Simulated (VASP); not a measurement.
# Co (P-3m1) in VASP: a series of runs

Co is run at these levels: LDA, PBEsol; tasks: relaxation of cell and atoms.

All numbers are computed with VASP 6.6.1; they aren't measurements. Logs are shortened: lines on timing, memory, paths and dates and some standing lists are left out, and cuts for length are marked.

## (1) The cell of the first run

It takes space group P-3m1 (No. 164, trigonal). The conventional cell has a = 2.487 Å, b = 2.487 Å, c = 4.063 Å, α = 90.00°, β = 90.00°, γ = 120.00°. Within 3.2 Å of Co (site symmetry 3m) lie 12 Co at 2.42 to 2.55 Å.

## (2) Relaxation of cell and atoms, LDA, collinear spin, antiferromagnetic start

INCAR reads:

```
PREC = Accurate
ENCUT = 600
EDIFF = 1E-7
ISMEAR = -1
SIGMA = 0.1
LREAL = F
LASPH = T
NELM = 150
ALGO = Normal
ISIF = 3
LWAVE = F
LCHARG = F
ISPIN = 2
MAGMOM = 2.5 -2.5
LORBIT = 11
LMAXMIX = 4
GGA = CA
IBRION = 2
NSW = 80
EDIFFG = -0.01
```

KPOINTS reads:

```
regular mesh
0
Gamma
  14 14 8
```

POSCAR reads:

```
Co
1.0
    2.4873650000      0.0000000000      0.0000000000
   -1.2436820000      2.1541210000      0.0000000000
    0.0000000000      0.0000000000      4.0632900000
Co
2
Direct
    0.6666666667      0.3333333333      0.2598610000
    0.3333333333      0.6666666667      0.7401390000
```

Potentials or basis: VASP PAW LDA potentials, release 64 (Co).

On the command line:

```console
cat potpaw_LDA.64/Co/POTCAR > POTCAR
mpirun -np 1 vasp_std > vasp.out
```

OUTCAR:

```text
PREC = Accurate
   ENCUT = 600
   EDIFF = 1E-7
   ISMEAR = -1
   LREAL = F
   LASPH = T
   NELM = 150
   ISIF = 3
   ISPIN = 2
   LORBIT = 11
   GGA = CA
   IBRION = 2
   NSW = 80
   EDIFFG = -0.01

 ion  position               nearest neighbor table
   1  0.667  0.333  0.260-   2 2.42   2 2.42   2 2.42   2 2.55   2 2.55   2 2.55
   2  0.333  0.667  0.740-   1 2.42   1 2.42   1 2.42   1 2.55   1 2.55   1 2.55

  LATTYP: Found a hexagonal cell.
 ALAT       =     2.4873650000
 C/A-ratio  =     1.6335720733

  Lattice vectors:

 A1 = (   2.4873650000,   0.0000000000,   0.0000000000)
 A2 = (  -1.2436820000,   2.1541210000,   0.0000000000)
 A3 = (   0.0000000000,   0.0000000000,   4.0632900000)

Analysis of symmetry for initial positions (statically):
=====================================================================
 Subroutine PRICEL returns:
 Original cell was already a primitive cell.

 Routine SETGRP: Setting up the symmetry group for a
 hexagonal supercell.

 Subroutine GETGRP returns: Found 12 space group operations
 (whereof 12 operations were pure point group operations)
 out of a pool of 24 trial point group operations.

The static configuration has the point symmetry D_3d.

Analysis of symmetry for dynamics (positions and initial velocities):
=====================================================================
 Subroutine PRICEL returns:
 Original cell was already a primitive cell.

 Routine SETGRP: Setting up the symmetry group for a
 hexagonal supercell.

 Subroutine GETGRP returns: Found 12 space group operations
 (whereof 12 operations were pure point group operations)
 out of a pool of 24 trial point group operations.

The dynamic configuration has the point symmetry D_3d.

Analysis of structural, dynamic, and magnetic symmetry:
=====================================================================
 Subroutine PRICEL returns:
 Original cell was already a primitive cell.

 Routine SETGRP: Setting up the symmetry group for a
 hexagonal supercell.

 Subroutine GETGRP returns: Found 12 space group operations
 (whereof 12 operations were pure point group operations)
 out of a pool of 24 trial point group operations.

The overall configuration has the point symmetry D_3d.

 Subroutine INISYM returns: Found 12 space group operations
 (whereof 12 operations are pure point group operations),
 and found     1 'primitive' translations

----------------------------------------------------------------------------------------

                                     Primitive cell

  volume of cell :      21.7715

  direct lattice vectors                    reciprocal lattice vectors
     2.487365000  0.000000000  0.000000000     0.402031869  0.232113145  0.000000000
    -1.243682000  2.154121000  0.000000000     0.000000000  0.464226476  0.000000000
     0.000000000  0.000000000  4.063290000     0.000000000  0.000000000  0.246105988

  length of vectors
     2.487365000  2.487364509  4.063290000     0.464226384  0.464226476  0.246105988

  position of ions in fractional coordinates (direct lattice)
     0.666666667  0.333333333  0.259861000
     0.333333333  0.666666667  0.740139000

  ion indices of the primitive-cell ions
   primitive index   ion index
                 1           1
                 2           2

----------------------------------------------------------------------------------------

 KPOINTS: regular mesh

Automatic generation of k-mesh.
 Grid dimensions read from file:
 generate k-points for:   14   14    8

 Generating k-lattice:

  Cartesian coordinates                     Fractional coordinates (reciprocal lattice)
     0.028716562  0.016579510  0.000000000     0.071428571  0.000000000  0.000000000
     0.000000000  0.033159034  0.000000000     0.000000000  0.071428571  0.000000000
     0.000000000  0.000000000  0.030763249     0.000000000  0.000000000  0.125000000

  Length of vectors
     0.033159027  0.033159034  0.030763249

  Shift w.r.t. Gamma in fractional coordinates (k-lattice)
     0.000000000  0.000000000  0.000000000

 Subroutine IBZKPT returns following result:
 ===========================================

 Found    168 irreducible k-points:

 Following reciprocal coordinates:
            Coordinates               Weight
  0.000000  0.000000  0.000000      1.000000
  0.071429 -0.000000  0.000000      6.000000
  0.142857 -0.000000  0.000000      6.000000
  0.214286 -0.000000  0.000000      6.000000
  0.285714 -0.000000  0.000000      6.000000
  0.357143  0.000000  0.000000      6.000000
[... 16 lines left out ...]
  0.285714  0.285714  0.000000      6.000000
  0.357143  0.285714  0.000000      6.000000
 [... further k-points ...]
   k-points           NKPTS =    168   k-points in BZ     NKDIM =    168   number of bands    NBANDS=     13
   number of dos      NEDOS =    301   number of ions     NIONS =      2
   total plane-waves  NPLWV =  12800
   dimension x,y,z NGX =    20 NGY =   20 NGZ =   32
   dimension x,y,z NGXF=    40 NGYF=   40 NGZF=   64
   ions per type =               2
   NGX,Y,Z   is equivalent  to a cutoff of  13.37, 13.37, 13.09 a.u.
   NGXF,Y,Z  is equivalent  to a cutoff of  26.73, 26.73, 26.19 a.u.
 SYSTEM =  unknown system
   PREC   = accura    normal or accurate (medium, high low for compatibility)
   ISTART =      0    job   : 0-new  1-cont  2-samecut
   ICHARG =      2    charge: 1-file 2-atom 10-const
   ISPIN  =      2    spin polarized calculation?
   LNONCOLLINEAR =      F non collinear calculations
   LSORBIT =      F    spin-orbit coupling
   LASPH  =      T    aspherical Exc in radial PAW
   ENCUT  =  600.0 eV  44.10 Ry    6.64 a.u.   4.97  4.97  8.12*2*pi/ulx,y,z
   NELM   =    150;   NELMIN=  2; NELMDL= -5     # of ELM steps
   EDIFF  = 0.1E-06   stopping-criterion for ELM
   LREAL  =      F    real-space projection
   EDIFFG = -.1E-01   stopping-criterion for IOM
   NSW    =     80    number of steps for IOM
   IBRION =      2    ionic relax: 0-MD 1-quasi-New 2-CG
   NFREE  =      1    steps in history (QN), initial steepest desc. (CG)
   ISIF   =      3    stress and relaxation
   ISYM   =      2    0-nonsym 1-usesym 2-fastsym
   POTIM  = 0.5000    time-step for ionic-motion
   TEBEG  =    0.0;   TEEND  =   0.0 temperature during run
   PSTRESS=    0.0 pullay stress
   NELECT =      18.0000    total number of electrons
   NUPDOWN=      -1.0000    fix difference up-down
   EMIN   =  10.00;   EMAX   =-10.00  energy-range for DOS
   EFERMI =   0.00;   METHOD = LEGACY
   ISMEAR =    -1;   SIGMA  =   0.10  broadening in eV -4-tet -1-fermi 0-gaus
   EFERMI_NEDOS =   21; number of points for ismear=-14 and -15
   IALGO  =     38    algorithm
   IMIX   =      4    mixing-type and parameters
     AMIX     =   0.40;   BMIX     =  1.00
     AMIX_MAG =   1.60;   BMIX_MAG =  1.00
  volume/ion in A,a.u.               =      10.89        73.46
  Fermi-wavevector in a.u.,A,eV,Ry     =   1.536514  2.903590 32.121658  2.360875
  Thomas-Fermi vector in A             =   2.643152
   LORBIT       =     11    0 simple, 1 ext, 2 COOP (PROOUT), +10 PAW based schemes
   GGA     = CA    functional components
   LHFCALC =     F    Hartree Fock is set to
   AEXX    =    0.0000 exact exchange contribution
   IVDW    =     0    specifies the selected vdW correction
   LEPSILON=     F    determine dielectric tensor
   LRPA    =     F    only Hartree local field effects (RPA)
 conjugate gradient relaxation of ions
 spin polarized calculation
  energy-cutoff  :      600.00
  volume of cell :       21.77
 maximum number of plane-waves:       756
   NGX =  9   NGY =  9   NGZ = 17

--------------------------------------- Ionic step        1  -------------------------------------------

 number of electron      17.9999998 magnetization       0.0000000

 number of electron      17.9999998 magnetization      -0.0000000

 Free energy of the ion-electron system (eV)
  ---------------------------------------------------
  ext. energy  EPLUGINS =         0.00000000
  ---------------------------------------------------
  free energy    TOTEN  =       -15.88327759 eV

  energy without entropy =      -15.69259585  energy(sigma->0) =      -15.78793672

 E-fermi :   9.8089     XC(G=0): -13.7286

 val. band max:        9.8084511153   @ k =   0.3571   0.0000   0.0000
 cond. band min:       9.8102542313   @ k =  -0.0714   0.3571   0.1250
 fundamental gap:      0.0018031160
 Fermi energy:         9.8089043589

 spin component 1

 k-point     1 :       0.0000    0.0000    0.0000
  band No.  band energies     occupation
      1       1.0499      1.00000
      2       5.1906      1.00000
      3       7.9592      1.00000
      4       8.0430      1.00000
      5       8.0430      1.00000
      6       8.3380      1.00000
      7       8.3380      1.00000
      8       8.8290      0.99994
      9       8.8290      0.99994
     10       9.7819      0.56704
     11       9.9303      0.22904
     12       9.9303      0.22904
     13      16.4810      0.00000
[... 861 lines left out ...]
  FREE ENERGIE OF THE ION-ELECTRON SYSTEM (eV)
  ---------------------------------------------------
  free  energy   TOTEN  =       -16.1376328920 eV

  energy  without entropy=      -15.9738491314  energy(sigma->0) =      -16.05574101

[... ionic steps 4 to 8 ...]

--------------------------------------- Ionic step        9  -------------------------------------------

 number of electron      18.0000003 magnetization      -0.0000000

 number of electron      18.0000003 magnetization       0.0000000

------------------------ aborting loop because EDIFF is reached ----------------------------------------

  FORCE on cell =-STRESS in cart. coord.  units (eV):
  Direction    XX          YY          ZZ          XY          YZ          ZX
  --------------------------------------------------------------------------------------
  -------------------------------------------------------------------------------------
  Total        0.0139996      0.0139996     -0.0518244      0.0000000      0.0000000      0.0000000
  in kB        1.1670032      1.1670029     -4.3200615      0.0000002      0.0000000      0.0000000
  external PRESSURE =      -0.6620185 kB  Pullay stress =       0.0000000 kB
[... 61 lines left out ...]
--------------------------------------- Ionic step       11  -------------------------------------------

 number of electron      18.0000003 magnetization      -0.0000000

 number of electron      18.0000003 magnetization       0.0000000

 Free energy of the ion-electron system (eV)
  ---------------------------------------------------
  ext. energy  EPLUGINS =         0.00000000
  ---------------------------------------------------
  free energy    TOTEN  =       -16.16072943 eV

  energy without entropy =      -15.99742958  energy(sigma->0) =      -16.07907951

 E-fermi :  11.8250     XC(G=0): -14.4818

 val. band max:       11.8159151630   @ k =   0.3571   0.2857   0.2500
 cond. band min:      11.8332226499   @ k =  -0.0714   0.4286   0.2500
 fundamental gap:      0.0173074869
 Fermi energy:        11.8249562382

 spin component 1

 k-point     1 :       0.0000    0.0000    0.0000
  band No.  band energies     occupation
      1       2.2107      1.00000
      2       6.4521      1.00000
      3       9.6775      1.00000
      4       9.7022      1.00000
      5       9.7022      1.00000
      6      10.1160      1.00000
      7      10.1160      1.00000
      8      10.5405      1.00000
      9      10.5405      1.00000
     10      11.7557      0.66658
     11      11.9464      0.22900
     12      11.9464      0.22900
     13      19.7984      0.00000
[... 785 lines left out ...]
  FREE ENERGIE OF THE ION-ELECTRON SYSTEM (eV)
  ---------------------------------------------------
  free  energy   TOTEN  =       -16.1607294312 eV

  energy  without entropy=      -15.9974295814  energy(sigma->0) =      -16.07907951

 reached required accuracy - stopping structural energy minimisation

 total charge

# of ion       s       p       d       tot
------------------------------------------
    1        0.538   0.628   7.375   8.541
    2        0.538   0.628   7.375   8.541
--------------------------------------------------
tot          1.077   1.256  14.750  17.083

 magnetization (x)

# of ion       s       p       d       tot
------------------------------------------
    1        0.000   0.000   0.000   0.000
    2       -0.000  -0.000  -0.000  -0.000
--------------------------------------------------
tot          0.000   0.000   0.000   0.000
```

It took 17 min on 1 thread of Intel Xeon 8259CL, shared host; peak memory 0.22 GiB.

What came out:

| Quantity | Value |
| --- | --- |
| Free energy | -16.1607 eV |
| Relaxed volume | 9.61 Å³/atom |
| Relaxed cell | a = 2.397 Å, b = 2.397 Å, c = 3.862 Å, α = 90.00°, β = 90.00°, γ = 120.00° |
| Space group after relaxing (to 0.1 Å) | P6_3/mmc (No. 194) |
| Energy gained by relaxing | 138.7 meV/atom |
| Ionic steps | 11 |
| Pressure after relaxing | 0.0 GPa |
| Band gap on the k mesh | zero (filled and empty bands overlap) |
| Net moment | 0.00 μB per cell |
| Valence electrons inside the program's atomic spheres | Co 8.54 |

Stress tensor (GPa, compression positive):
```
 0.08  0.00  0.00
 0.00  0.08  0.00
 0.00  0.00 -0.03
```

The path:
| step | energy change (eV) | largest force (eV/Å) | pressure (GPa) | volume (Å³) |
| --- | --- | --- | --- | --- |
| 1 | 0.0000 | 0.4456 | -27.76 | 21.77 |
| 2 | 0.2957 | 0.7974 | 73.45 | 16.35 |
| 3 | -0.2544 | 0.6974 | -0.60 | 19.30 |
| 4 | -0.2548 | 0.7039 | 0.59 | 19.23 |
| 5 | -0.2548 | 0.7078 | 1.38 | 19.18 |
| 6 | -0.2766 | 0.0346 | 2.03 | 19.10 |
| 7 | -0.2767 | 0.0083 | 1.93 | 19.10 |
| 8 | -0.2761 | 0.0027 | -2.58 | 19.38 |
| 9 | -0.2774 | 0.0035 | -0.07 | 19.22 |
| 10 | -0.2774 | 0.0036 | -0.03 | 19.22 |
| 11 | -0.2775 | 0.0003 | 0.04 | 19.22 |

Final structure:
```cif
data_structure
_symmetry_space_group_name_H-M 'P 1'
_symmetry_Int_Tables_number 1
_cell_length_a 2.3970
_cell_length_b 2.3970
_cell_length_c 3.8618
_cell_angle_alpha 90.000
_cell_angle_beta 90.000
_cell_angle_gamma 120.000
_cell_volume 19.22
loop_
_atom_site_label
_atom_site_type_symbol
_atom_site_fract_x
_atom_site_fract_y
_atom_site_fract_z
_atom_site_occupancy
Co1 Co 0.66667 0.33333 0.25000 1
Co2 Co 0.33333 0.66667 0.75000 1
```

Caveat: the moments typed at the start vanished in this run.

[end of part 1 of 2]
